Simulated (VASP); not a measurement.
# TiC (Fm-3m) in VASP: further runs, part 2 of 2

VASP 6.6.1.

## 4. Single point, LDA

This run uses another cell than the first one, of 10.16 Å³/atom, 0.980 times its volume.

File INCAR:

```
PREC     = Accurate       # precision mode
ENCUT    = 520            # plane-wave cutoff, eV
EDIFF    = 1E-7           # SCF threshold, eV
ISMEAR   = -1             # smearing method
SIGMA    = 0.05           # smearing width, eV
LREAL    = False          # projectors in reciprocal space
LASPH    = True           # aspherical terms in the spheres
NELM     = 100            # most SCF steps
ALGO     = Normal         # electronic algorithm
ISIF     = 2              # what is computed and relaxed
LWAVE    = False          # write WAVECAR
LCHARG   = False          # write CHGCAR
GGA      = CA             # functional
NBANDS   = 15             # bands
```

File KPOINTS:

```
Automatic mesh
0
Gamma
  11 11 11
```

File POSCAR:

```
TiC
1.0
    0.0000000000      2.1657188437      2.1657188437
    2.1657188437      0.0000000000      2.1657188437
    2.1657188437      2.1657188437      0.0000000000
Ti C
1 1
Direct
    0.0000000000      0.0000000000      0.0000000000
    0.5000000000      0.5000000000      0.5000000000
```

Potentials or basis: VASP PAW LDA potentials, release 64 (Ti_sv, C).

Run with:

```
$ cat potpaw_LDA.64/Ti_sv/POTCAR potpaw_LDA.64/C/POTCAR > POTCAR
$ mpirun -np 1 vasp_std > vasp.out
```

OUTCAR:

```text
PREC = Accurate
   ENCUT = 520
   EDIFF = 1E-7
   ISMEAR = -1
   LREAL = False
   LASPH = True
   NELM = 100
   ISIF = 2
   GGA = CA

 ion  position               nearest neighbor table
   1  0.000  0.000  0.000-   2 2.17   2 2.17   2 2.17   2 2.17   2 2.17   2 2.17
   2  0.500  0.500  0.500-   1 2.17   1 2.17   1 2.17   1 2.17   1 2.17   1 2.17

  LATTYP: Found a face centered cubic cell.
 ALAT       =     4.3314376874

  Lattice vectors:

 A1 = (   0.0000000000,   2.1657188437,   2.1657188437)
 A2 = (   2.1657188437,   0.0000000000,   2.1657188437)
[... 608 lines left out ...]
     11      12.7791      0.00000
     12      13.6075      0.00000
     13      16.4890      0.00000
     14      21.0454      0.00000
     15      22.7541      0.00000

 [... further k-points ...]
[... 5 lines left out ...]
  --------------------------------------------------------------------------------------
  -------------------------------------------------------------------------------------
  Total       -1.5058435     -1.5058435     -1.5058435      0.0000000      0.0000000      0.0000000
  in kB     -118.7556278   -118.7556278   -118.7556278      0.0000000      0.0000000      0.0000000
  external PRESSURE =    -118.7556278 kB  Pullay stress =       0.0000000 kB

 VOLUME and BASIS-vectors are now :
 -----------------------------------------------------------------------------
  energy-cutoff  :      520.00
  volume of cell :       20.32
      direct lattice vectors                 reciprocal lattice vectors
     0.000000000  2.165718844  2.165718844    -0.230870227  0.230870227  0.230870227
     2.165718844  0.000000000  2.165718844     0.230870227 -0.230870227  0.230870227
     2.165718844  2.165718844  0.000000000     0.230870227  0.230870227 -0.230870227

 POSITION                                       TOTAL-FORCE (eV/Angst)
 -----------------------------------------------------------------------------------
      0.00000      0.00000      0.00000        -0.000000      0.000000     -0.000000
      2.16572      2.16572      2.16572         0.000000     -0.000000      0.000000
 -----------------------------------------------------------------------------------
    total drift:                                0.000000     -0.000000     -0.000000

  FREE ENERGIE OF THE ION-ELECTRON SYSTEM (eV)
  ---------------------------------------------------
  free  energy   TOTEN  =       -20.5046475694 eV

  energy  without entropy=      -20.5021073065  energy(sigma->0) =      -20.50337744
```

OSZICAR:

```text
N       E                     dE             d eps       ncg     rms          rms(c)
DAV:   1     0.115296872932E+03    0.11530E+03   -0.81021E+03  1687   0.126E+03
DAV:   2    -0.186423653283E+02   -0.13394E+03   -0.12544E+03  1827   0.337E+02
DAV:   3    -0.257529053918E+02   -0.71105E+01   -0.69780E+01  2053   0.772E+01
DAV:   4    -0.260633980241E+02   -0.31049E+00   -0.31024E+00  2268   0.142E+01
DAV:   5    -0.260677469289E+02   -0.43489E-02   -0.43484E-02  2062   0.156E+00    0.180E+01
DAV:   6    -0.212421324581E+02    0.48256E+01   -0.11968E+01  2356   0.562E+01    0.712E+00
DAV:   7    -0.205629030037E+02    0.67923E+00   -0.23039E+00  1996   0.216E+01    0.487E+00
DAV:   8    -0.205360470792E+02    0.26856E-01   -0.11689E-01  1883   0.327E+00    0.360E+00
DAV:   9    -0.205087898955E+02    0.27257E-01   -0.10947E-01  2275   0.451E+00    0.736E-01
DAV:  10    -0.205072799778E+02    0.15099E-02   -0.12767E-02  2160   0.140E+00    0.639E-01
DAV:  11    -0.205049421267E+02    0.23379E-02   -0.29779E-03  1918   0.782E-01    0.239E-01
DAV:  12    -0.205046742284E+02    0.26790E-03   -0.49744E-04  2347   0.346E-01    0.498E-02
DAV:  13    -0.205046474088E+02    0.26820E-04   -0.66998E-05  2156   0.107E-01    0.979E-03
DAV:  14    -0.205046476491E+02   -0.24029E-06   -0.51869E-06  1869   0.187E-02    0.309E-03
DAV:  15    -0.205046475694E+02    0.79627E-07   -0.68681E-07  2100   0.131E-02
   1 F= -.20504648E+02 E0= -.20503377E+02  d E =-.254026E-02
```

It took 6 s on 1 thread of Intel Xeon 6975P-C (Granite Rapids), shared host; peak memory 0.13 GiB.

What came out:

- Free energy: -20.5046 eV
- Pressure: -11.9 GPa
- Band gap on the k mesh: zero (band 8 reaches 9.86 eV, above the bottom of band 9 at 8.82 eV)

## 5. Single point, PBE+D3(BJ)

This run uses another cell than the first one, of 10.56 Å³/atom, 1.020 times its volume.

File INCAR:

```
SYSTEM = TiC
  PREC = Accurate
  ENCUT = 520
  EDIFF = 1E-6
  ISMEAR = -1
  SIGMA = 0.05
  LREAL = .False.
  LASPH = .True.
  NELM = 100
  ALGO = Normal
  ISIF = 2
  LWAVE = .False.
  LCHARG = .False.
  GGA = PE
  IVDW = 12
  NBANDS = 15
```

File KPOINTS:

```
regular mesh
0
Gamma
  11 11 11
  0 0 0
```

File POSCAR:

```
TiC
1.0
    0.0000000000      2.1942184125      2.1942184125
    2.1942184125      0.0000000000      2.1942184125
    2.1942184125      2.1942184125      0.0000000000
Ti C
1 1
Direct
    0.0000000000      0.0000000000      0.0000000000
    0.5000000000      0.5000000000      0.5000000000
```

Potentials or basis: VASP PAW PBE potentials, release 64 (Ti_sv, C).

Run with:

```
$ cat potpaw_PBE.64/Ti_sv/POTCAR potpaw_PBE.64/C/POTCAR > POTCAR
$ mpirun -np 1 vasp_std > vasp.out
```

OUTCAR:

```text
SYSTEM = TiC
   PREC = Accurate
   ENCUT = 520
   EDIFF = 1E-6
   ISMEAR = -1
   LREAL = .False.
   LASPH = .True.
   NELM = 100
   ISIF = 2
   GGA = PE
   IVDW = 12
 IVDW          = 12

 ion  position               nearest neighbor table
   1  0.000  0.000  0.000-   2 2.19   2 2.19   2 2.19   2 2.19   2 2.19   2 2.19
   2  0.500  0.500  0.500-   1 2.19   1 2.19   1 2.19   1 2.19   1 2.19   1 2.19

  LATTYP: Found a face centered cubic cell.
 ALAT       =     4.3884368250

  Lattice vectors:

[... 619 lines left out ...]

 Edisp (eV)   -0.85532

 E8    (eV) :    -0.3671

  FORCE on cell =-STRESS in cart. coord.  units (eV):
  Direction    XX          YY          ZZ          XY          YZ          ZX
  --------------------------------------------------------------------------------------
  -------------------------------------------------------------------------------------
  Total      -2.03310    -2.03310    -2.03310     0.00000    -0.00000     0.00000
  in kB    -154.17034  -154.17034  -154.17034     0.00000    -0.00000     0.00000
  external pressure =     -154.17 kB  Pullay stress =        0.00 kB

 VOLUME and BASIS-vectors are now :
 -----------------------------------------------------------------------------
  energy-cutoff  :      520.00
  volume of cell :       21.13
      direct lattice vectors                 reciprocal lattice vectors
     0.000000000  2.194218413  2.194218413    -0.227871572  0.227871572  0.227871572
     2.194218413  0.000000000  2.194218413     0.227871572 -0.227871572  0.227871572
     2.194218413  2.194218413  0.000000000     0.227871572  0.227871572 -0.227871572

 POSITION                                       TOTAL-FORCE (eV/Angst)
 -----------------------------------------------------------------------------------
      0.00000      0.00000      0.00000         0.000000      0.000000     -0.000000
      2.19422      2.19422      2.19422         0.000000      0.000000      0.000000
 -----------------------------------------------------------------------------------
    total drift:                                0.000000     -0.000000     -0.000000

  FREE ENERGIE OF THE ION-ELECTRON SYSTEM (eV)
  ---------------------------------------------------
  free  energy   TOTEN  =       -19.5447503194 eV

  energy  without entropy=      -19.5423360341  energy(sigma->0) =      -19.54354318
```

OSZICAR:

```text
N       E                     dE             d eps       ncg     rms          rms(c)
DAV:   1     0.116871854302E+03    0.11687E+03   -0.79688E+03  1680   0.126E+03
DAV:   2    -0.165048079987E+02   -0.13338E+03   -0.12456E+03  1806   0.334E+02
DAV:   3    -0.241272432109E+02   -0.76224E+01   -0.74833E+01  2180   0.779E+01
DAV:   4    -0.243995476760E+02   -0.27230E+00   -0.27209E+00  2143   0.133E+01
DAV:   5    -0.244053804438E+02   -0.58328E-02   -0.58321E-02  2089   0.183E+00    0.176E+01
DAV:   6    -0.194211757887E+02    0.49842E+01   -0.12222E+01  2363   0.559E+01    0.728E+00
DAV:   7    -0.187421294302E+02    0.67905E+00   -0.24090E+00  1988   0.218E+01    0.463E+00
DAV:   8    -0.187229957393E+02    0.19134E-01   -0.11254E-01  1827   0.307E+00    0.371E+00
DAV:   9    -0.186939745991E+02    0.29021E-01   -0.12723E-01  2239   0.544E+00    0.818E-01
DAV:  10    -0.186928225768E+02    0.11520E-02   -0.15321E-02  2143   0.129E+00    0.672E-01
DAV:  11    -0.186902341356E+02    0.25884E-02   -0.25403E-03  1946   0.796E-01    0.353E-01
DAV:  12    -0.186894664471E+02    0.76769E-03   -0.13533E-03  1963   0.629E-01    0.641E-02
DAV:  13    -0.186894374764E+02    0.28971E-04   -0.10855E-04  1883   0.142E-01    0.299E-02
DAV:  14    -0.186894349789E+02    0.24974E-05   -0.16008E-05  2184   0.271E-02    0.909E-03
DAV:  15    -0.186894340720E+02    0.90696E-06   -0.15592E-06  1623   0.180E-02
   1 F= -.19544750E+02 E0= -.19543543E+02  d E =-.241429E-02
```

stdout:

```text
POSCAR found type information on POSCAR TiC
 POSCAR found :  2 types and       2 ions
 scaLAPACK will be used
 LDA part: xc-table for (Slater+PW92), standard interpolation
 POSCAR, INCAR and KPOINTS ok, starting setup
 FFT: planning ... GRIDC
 FFT: planning ... GRID_SOFT
 FFT: planning ... GRID
 WAVECAR not read
 entering main loop
```

It took 6.8 s on 1 thread of Intel Xeon 6975P-C (Granite Rapids), shared host; peak memory 0.16 GiB.

Results:

```
Free energy                : -19.5448 eV
Pressure                   : -15.4 GPa
Band gap on the k mesh     : zero (band 8 reaches 9.63 eV, above the bottom of band 9 at 8.56 eV)
Dispersion energy per atom : -0.428 eV
```

Caveat: pairwise dispersion overbinds metals, which lowers pressure and volume.

## 6. The runs side by side

```csv
level,potentials or basis,cell,gap on the mesh (eV),pressure (GPa)
BLYP,"VASP PAW PBE potentials, release 64 (Ti_sv, C)","a = 3.083 Å, angles 60.0°, 2 atoms",none,3.8
LDA,"VASP PAW LDA potentials, release 64 (Ti_sv, C)","a = 3.063 Å, angles 60.0°, 2 atoms",none,-11.9
PBE+D3(BJ),"VASP PAW PBE potentials, release 64 (Ti_sv, C)","a = 3.103 Å, angles 60.0°, 2 atoms",none,-15.4
```

Alike in all rows: task single point; no spin polarisation; k mesh 11 × 11 × 11; cutoff (eV) 520; smearing fermi-dirac 0.05 eV.

Caveats: the PAW data sets were made with another functional, which shifts forces and pressure a little (some runs); pairwise dispersion overbinds metals, which lowers pressure and volume (some runs).

Absolute energies hang on the potentials; compare differences alone.
